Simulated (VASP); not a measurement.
# Al (a cell with a defect) in VASP: single point with PBE+D3(BJ)

Aim: the single point of Al (a cell with a defect) with PBE+D3(BJ).

Program: VASP 6.6.1. These are calculated values, not measurements. Logs are shortened: lines on timing, memory, paths and dates and some standing lists are left out, and cuts for length are marked.

## (1) The cell of the first run

The cell holds a defect, 33 atoms: a = 8.100 Å, b = 8.100 Å, c = 8.100 Å, α = 90.00°, β = 90.00°, γ = 90.00°.

## (2) Single point, PBE+D3(BJ)

INCAR reads:

```
SYSTEM = Al
PREC = Accurate
ENCUT = 520
EDIFF = 1E-6
ISMEAR = 0
SIGMA = 0.05
LREAL = Auto
LASPH = .True.
NELM = 100
ALGO = Normal
ISIF = 2
LWAVE = .False.
LCHARG = .False.
GGA = PE
IVDW = 12
NBANDS = 72
```

KPOINTS reads:

```
regular mesh
0
Gamma
  3 3 3
  0 0 0
```

POSCAR reads:

```
Al
1.0
    8.1000000000      0.0000000000      0.0000000000
    0.0000000000      8.1000000000      0.0000000000
    0.0000000000      0.0000000000      8.1000000000
Al
33
Direct
    0.4997374074     -0.0019307407     -0.0080954321
    0.7451846914      0.2431646914     -0.0102532099
    0.7416086420     -0.0106230864      0.2429228395
   -0.0002650617      0.0126187654     -0.0177798765
    0.2542874074      0.2431654321     -0.0102528395
    0.4997365432      0.4877839506     -0.0146580247
    0.7290137037      0.7414616049      0.0065224691
    0.2578644444     -0.0106227160      0.2429223457
    0.4997362963      0.2401891358      0.2409958025
    0.7359491358      0.4890143210      0.2430792593
    0.4997364198      0.0064269136      0.4980885185
    0.7412696296      0.2364491358      0.4963806173
    0.7517244444     -0.0113397531      0.7449807407
   -0.0002651852      0.4647945679      0.0219271605
    0.2704612346      0.7414622222      0.0065234568
   -0.0002639506      0.1991217284      0.2314129630
    0.2635230864      0.4890149383      0.2430787654
    0.4997358025      0.7393882716      0.2388539506
   -0.0002620988      0.0047809877      0.4994782716
    0.2582034568      0.2364485185      0.4963809877
    0.4997348148      0.4825093827      0.5016960494
    0.7053367901      0.7496133333      0.4887365432
    0.2477497531     -0.0113376543      0.7449828395
    0.4997370370      0.2435898765      0.7455044444
    0.7592707407      0.5007022222      0.7402883951
   -0.0002637037      0.7457158025      0.2279624691
   -0.0002697531      0.6940851852      0.5570908642
    0.2941291358      0.7496150617      0.4887386420
   -0.0002645679      0.2520760494      0.7389658025
    0.2402008642      0.5007020988      0.7402875309
    0.4997359259      0.7439365432      0.7532592593
   -0.0002601235      0.7342860494      0.8494411111
   -0.0002618519      0.4230635802      0.4397333333
```

Potentials or basis: VASP PAW PBE potentials, release 64 (Al).

Command:

```sh
> cat potpaw_PBE.64/Al/POTCAR > POTCAR
> mpirun -np 1 vasp_std > vasp.out
```

OUTCAR:

```text
SYSTEM = Al
   PREC = Accurate
   ENCUT = 520
   EDIFF = 1E-6
   ISMEAR = 0
   LREAL = Auto
   LASPH = .True.
   NELM = 100
   ISIF = 2
   GGA = PE
   IVDW = 12
 IVDW          = 12

 ion  position               nearest neighbor table
   1  0.500  0.998  0.992-  15 2.79   7 2.79   2 2.81   5 2.81   9 2.81  24 2.82  31 2.82   3 2.82
                             8 2.82  23 2.86  13 2.86  18 2.90
   2  0.745  0.243  0.990-  14 2.75   4 2.78  24 2.80   6 2.81   1 2.81   9 2.85  10 2.86  13 2.86
                            16 2.87  29 2.90   3 2.90  25 2.91
   3  0.742  0.989  0.243-  16 2.70   7 2.78  22 2.80  18 2.82   9 2.82   1 2.82  11 2.85  12 2.87
                            26 2.88   2 2.90  19 2.95   4 2.98
   4  1.000  0.013  0.982-  32 2.50  16 2.52  29 2.76   2 2.78   5 2.78  13 2.79  23 2.79  26 2.94
                             3 2.98   8 2.98   7 3.11  15 3.11
   5  0.254  0.243  0.990-  14 2.75   4 2.78  24 2.80   6 2.81   1 2.81   9 2.85  17 2.86  23 2.86
                            16 2.87  29 2.90   8 2.90  30 2.91
   6  0.500  0.488  0.985-  24 2.77  15 2.77   7 2.77  31 2.80   2 2.81   5 2.81  10 2.83  17 2.83
                             9 2.88  18 2.89  25 2.89  30 2.89
   7  0.729  0.741  0.007-  32 2.54  18 2.64  31 2.77   6 2.77   3 2.78   1 2.79  10 2.80  26 2.83
                            25 2.92  13 2.92   4 3.11  14 3.14
   8  0.258  0.989  0.243-  16 2.70  15 2.78  28 2.80  18 2.82   9 2.82   1 2.82  11 2.85  20 2.87
                            26 2.88   5 2.90  19 2.95   4 2.98
   9  0.500  0.240  0.241-  10 2.78  17 2.78   1 2.81  11 2.81   8 2.82   3 2.82   2 2.85   5 2.85
[... 17 lines left out ...]
  18  0.500  0.739  0.239-  22 2.62  28 2.62  15 2.64   7 2.64  17 2.79  10 2.79   8 2.82   3 2.82
                             6 2.89   1 2.90  21 2.98  11 3.01
  19  1.000  0.005  0.499-  27 2.56  16 2.68  29 2.79  20 2.81  12 2.81  13 2.83  23 2.83   8 2.95
                             3 2.95  26 3.04  28 3.16  22 3.16
  20  0.258  0.236  0.496-  33 2.62  11 2.70  21 2.79  24 2.81  19 2.81  23 2.84   9 2.85   8 2.87
                            29 2.87  17 2.90  30 2.92  16 3.01
  21  0.500  0.483  0.502-  22 2.73  28 2.73  24 2.76  20 2.79  12 2.79  17 2.84  10 2.84  30 2.86
                            25 2.86   9 2.88  31 2.94  18 2.98
  22  0.705  0.750  0.489-  27 2.49  18 2.62  11 2.67  31 2.71  21 2.73   3 2.80  13 2.86  25 2.90
                            10 2.91  19 3.16  26 3.19  28 3.33
  23  0.248  0.989  0.745-   4 2.79  19 2.83  20 2.84  31 2.85   1 2.86   5 2.86  11 2.86  28 2.86
                            24 2.90  15 2.92  29 2.93  32 3.00
  24  0.500  0.244  0.746-  21 2.76   6 2.77  11 2.78   2 2.80   5 2.80  12 2.81  20 2.81   1 2.82
                            23 2.90  13 2.90  25 2.96  30 2.96
  25  0.759  0.501  0.740-  29 2.80  32 2.86  21 2.86  31 2.88   6 2.89  22 2.90   2 2.91  27 2.91
                            12 2.92   7 2.92  24 2.96  14 3.01  33 3.18
  26  1.000  0.746  0.228-  27 2.70  14 2.82   7 2.83  15 2.83   3 2.88   8 2.88   4 2.94  17 2.98
                            10 2.98  19 3.04  32 3.07  33 3.13  28 3.19  22 3.19
  27  1.000  0.694  0.557-  32 2.39  33 2.39  22 2.49  28 2.49  19 2.56  26 2.70  25 2.91  30 2.91

  28  0.294  0.750  0.489-  27 2.49  18 2.62  11 2.67  31 2.71  21 2.73   8 2.80  23 2.86  30 2.90
                            17 2.91  19 3.16  26 3.19  22 3.33
  29  1.000  0.252  0.739-   4 2.76  19 2.79  33 2.79  25 2.80  30 2.80  14 2.87  12 2.87  20 2.87
                             2 2.90   5 2.90  13 2.93  23 2.93
  30  0.240  0.501  0.740-  29 2.80  32 2.86  21 2.86  31 2.88   6 2.89  28 2.90   5 2.91  27 2.91
                            20 2.92  15 2.92  24 2.96  14 3.01  33 3.18
  31  0.500  0.744  0.753-  22 2.71  28 2.71  15 2.77   7 2.77   6 2.80   1 2.82  23 2.85  13 2.85
                            25 2.88  30 2.88  21 2.94  11 2.97
  32  1.000  0.734  0.849-  27 2.39   4 2.50  15 2.54   7 2.54  14 2.59  30 2.86  25 2.86  23 3.00
                            13 3.00  26 3.07
  33  1.000  0.423  0.440-  27 2.39  16 2.48  20 2.62  12 2.62  17 2.72  10 2.72  29 2.79  26 3.13
                            30 3.18  25 3.18

  LATTYP: Found a simple cubic cell.
 ALAT       =     8.1000000000

  Lattice vectors:

 A1 = (   8.1000000000,   0.0000000000,   0.0000000000)
 A2 = (   0.0000000000,   8.1000000000,   0.0000000000)
 A3 = (   0.0000000000,   0.0000000000,   8.1000000000)

Analysis of symmetry for initial positions (statically):
=====================================================================
 Subroutine PRICEL returns:
 Original cell was already a primitive cell.

 Routine SETGRP: Setting up the symmetry group for a
 simple cubic supercell.

 Subroutine GETGRP returns: Found  2 space group operations
 (whereof  1 operations were pure point group operations)
 out of a pool of 48 trial point group operations.

The static configuration has the point symmetry C_1 .
 The point group associated with its full space group is C_1h.

Analysis of symmetry for dynamics (positions and initial velocities):
=====================================================================
 Subroutine PRICEL returns:
 Original cell was already a primitive cell.

 Routine SETGRP: Setting up the symmetry group for a
 simple cubic supercell.

 Subroutine GETGRP returns: Found  2 space group operations
[... 122 lines left out ...]
            Coordinates               Weight
  0.000000  0.000000  0.000000      1.000000
  0.333333  0.000000  0.000000      2.000000
  0.000000  0.333333  0.000000      2.000000
  0.000000  0.000000  0.333333      2.000000
  0.333333  0.333333  0.000000      4.000000
  0.000000  0.333333  0.333333      2.000000
  0.333333  0.000000  0.333333      4.000000
  0.000000 -0.333333  0.333333      2.000000
  0.333333  0.333333  0.333333      4.000000
 -0.333333 -0.333333  0.333333      4.000000
   k-points           NKPTS =     10   k-points in BZ     NKDIM =     10   number of bands    NBANDS=     72
   number of dos      NEDOS =    301   number of ions     NIONS =     33
   total plane-waves  NPLWV = 216000
   dimension x,y,z NGX =    60 NGY =   60 NGZ =   60
   dimension x,y,z NGXF=   120 NGYF=  120 NGZF=  120
   ions per type =              33
   NGX,Y,Z   is equivalent  to a cutoff of  12.31, 12.31, 12.31 a.u.
   NGXF,Y,Z  is equivalent  to a cutoff of  24.63, 24.63, 24.63 a.u.
 SYSTEM =  Al
   PREC   = accura    normal or accurate (medium, high low for compatibility)
   ISTART =      0    job   : 0-new  1-cont  2-samecut
   ICHARG =      2    charge: 1-file 2-atom 10-const
   ISPIN  =      1    spin polarized calculation?
   LNONCOLLINEAR =      F non collinear calculations
   LSORBIT =      F    spin-orbit coupling
   LASPH  =      T    aspherical Exc in radial PAW
   ENCUT  =  520.0 eV  38.22 Ry    6.18 a.u.  15.06 15.06 15.06*2*pi/ulx,y,z
   NELM   =    100;   NELMIN=  2; NELMDL= -5     # of ELM steps
   EDIFF  = 0.1E-05   stopping-criterion for ELM
   LREAL  =      T    real-space projection
   EDIFFG = 0.1E-04   stopping-criterion for IOM
   NSW    =      0    number of steps for IOM
   IBRION =     -1    ionic relax: 0-MD 1-quasi-New 2-CG
   NFREE  =      0    steps in history (QN), initial steepest desc. (CG)
   ISIF   =      2    stress and relaxation
   ISYM   =      2    0-nonsym 1-usesym 2-fastsym
   POTIM  = 0.5000    time-step for ionic-motion
   TEBEG  =    0.0;   TEEND  =   0.0 temperature during run
   PSTRESS=    0.0 pullay stress
   NELECT =      99.0000    total number of electrons
   NUPDOWN=      -1.0000    fix difference up-down
   EMIN   =  10.00;   EMAX   =-10.00  energy-range for DOS
   EFERMI =   0.00;   METHOD = LEGACY
   ISMEAR =     0;   SIGMA  =   0.05  broadening in eV -4-tet -1-fermi 0-gaus
   EFERMI_NEDOS =   21; number of points for ismear=-14 and -15
   IALGO  =     38    algorithm
   IMIX   =      4    mixing-type and parameters
     AMIX     =   0.40;   BMIX     =  1.00
     AMIX_MAG =   1.60;   BMIX_MAG =  1.00
  volume/ion in A,a.u.               =      16.10       108.68
  Fermi-wavevector in a.u.,A,eV,Ry     =   0.934978  1.766853 11.894002  0.874184
  Thomas-Fermi vector in A             =   2.061839
   LORBIT       =      0    0 simple, 1 ext, 2 COOP (PROOUT), +10 PAW based schemes
   GGA     = PE    functional components
   LHFCALC =     F    Hartree Fock is set to
   AEXX    =    0.0000 exact exchange contribution
   IVDW    =    12    specifies the selected vdW correction
   LEPSILON=     F    determine dielectric tensor
   LRPA    =     F    only Hartree local field effects (RPA)
 non-spin polarized calculation
 Gauss-broadening in eV      SIGMA  =   0.05
  energy-cutoff  :      520.00
  volume of cell :      531.44
 maximum number of plane-waves:     14358
   NGX = 31   NGY = 31   NGZ = 31

 number of electron      99.0000000 magnetization

 Free energy of the ion-electron system (eV)
  ---------------------------------------------------
  ext. energy  EPLUGINS =         0.00000000
  ---------------------------------------------------
  free energy    TOTEN  =      -121.28440111 eV

  energy without entropy =     -121.27425230  energy(sigma->0) =     -121.27932671

 E-fermi :   8.2734     XC(G=0): -10.2727

 val. band max:        8.2646360288   @ k =   0.3333   0.0000   0.3333
 cond. band min:       8.3080977642   @ k =   0.0000  -0.3333   0.3333
 fundamental gap:      0.0434617354
 Fermi energy:         8.2733980361

 k-point     1 :       0.0000    0.0000    0.0000
  band No.  band energies     occupation
      1      -3.0782      2.00000
      2      -1.0472      2.00000
      3      -0.9800      2.00000
      4      -0.8749      2.00000
      5      -0.7377      2.00000
      6      -0.7063      2.00000
[... 629 lines left out ...]
     60       9.8331      0.00000
     61       9.8649      0.00000
 [bands above 61 left out]

------------------------ aborting loop because EDIFF is reached ----------------------------------------

 Edisp (eV)  -11.39079

 E8    (eV) :    -5.0979

  FORCE on cell =-STRESS in cart. coord.  units (eV):
  Direction    XX          YY          ZZ          XY          YZ          ZX
  --------------------------------------------------------------------------------------
  -------------------------------------------------------------------------------------
  Total       3.40471     5.03369     5.88050     0.00000     3.12477     0.00000
  in kB      10.26443    15.17545    17.72841     0.00000     9.42049     0.00000
  external pressure =       14.39 kB  Pullay stress =        0.00 kB

 VOLUME and BASIS-vectors are now :
 -----------------------------------------------------------------------------
  energy-cutoff  :      520.00
  volume of cell :      531.44
      direct lattice vectors                 reciprocal lattice vectors
     8.100000000  0.000000000  0.000000000     0.123456790  0.000000000  0.000000000
     0.000000000  8.100000000  0.000000000     0.000000000  0.123456790  0.000000000
     0.000000000  0.000000000  8.100000000     0.000000000  0.000000000  0.123456790

 POSITION                                       TOTAL-FORCE (eV/Angst)
 -----------------------------------------------------------------------------------
      4.04787      8.08436      8.03443         0.000000     -0.007418     -0.001973
      6.03600      1.96963      8.01695         0.002672     -0.005266     -0.019365
      6.00703      8.01395      1.96767         0.042769      0.006066     -0.012218
      8.09785      0.10221      7.95598         0.000000     -0.053163      0.059599
      2.05973      1.96964      8.01695        -0.002672     -0.005266     -0.019365
      4.04787      3.95105      7.98127         0.000000     -0.012382      0.009330
[... 25 lines left out ...]
      8.09789      5.94772      6.88047         0.000000     -0.031671      0.024004
      8.09788      3.42681      3.56184         0.000000     -0.012011      0.293390
 -----------------------------------------------------------------------------------
    total drift:                                0.006989     -0.025336      0.000995

  FREE ENERGIE OF THE ION-ELECTRON SYSTEM (eV)
  ---------------------------------------------------
  free  energy   TOTEN  =      -132.6751916262 eV

  energy  without entropy=     -132.6650428108  energy(sigma->0) =     -132.67011722
```

It took 2.7 min on 1 thread of Intel Xeon 6975P-C (Granite Rapids), shared host; peak memory 0.57 GiB.

Results:

```yaml
Free_energy: -132.6752 eV
Pressure: 1.4 GPa
Largest_force: 0.294 eV/Å
Band_gap_on_the_k_mesh: zero (an odd number of electrons rules out a gap without spin polarisation)
Dispersion_energy_per_atom: -0.345 eV
```

Forces on the atoms (eV/Å):
```
Al   0.000 -0.007 -0.002
Al   0.003 -0.005 -0.019
Al   0.043  0.006 -0.012
Al   0.000 -0.053  0.060
Al  -0.003 -0.005 -0.019
Al   0.000 -0.012  0.009
Al   0.000 -0.017  0.000
Al  -0.043  0.006 -0.012
Al   0.000  0.004 -0.009
Al   0.063 -0.029  0.014
Al   0.000 -0.011 -0.012
Al  -0.035 -0.024  0.016
Al   0.020 -0.035 -0.008
Al   0.000 -0.012 -0.001
Al   0.000 -0.017  0.000
Al   0.000  0.176 -0.066
Al  -0.063 -0.029  0.014
Al   0.000 -0.024 -0.033
Al   0.000  0.128 -0.096
Al   0.035 -0.024  0.016
Al   0.000 -0.019 -0.008
Al  -0.050 -0.010 -0.026
Al  -0.020 -0.035 -0.008
Al   0.000 -0.009 -0.003
Al   0.031 -0.002 -0.035
Al   0.000 -0.042 -0.028
Al   0.000  0.228 -0.038
Al   0.050 -0.010 -0.026
Al   0.000 -0.055  0.050
Al  -0.031 -0.002 -0.035
Al   0.000 -0.016  0.003
Al   0.000 -0.032  0.024
Al   0.000 -0.012  0.293
```

Levels at points of the mesh, in eV from the Fermi level:
```tsv
k point	band 45	band 46	band 47	band 48	band 49	band 50	band 51	band 52	band 53	band 54
(0.00, 0.00, 0.00)	-0.77	-0.49	-0.37	-0.21	0.04	0.11	0.19	0.26	0.41	0.58
```

The gap in the log of VASP goes by the Fermi energy; the results here count the filled bands.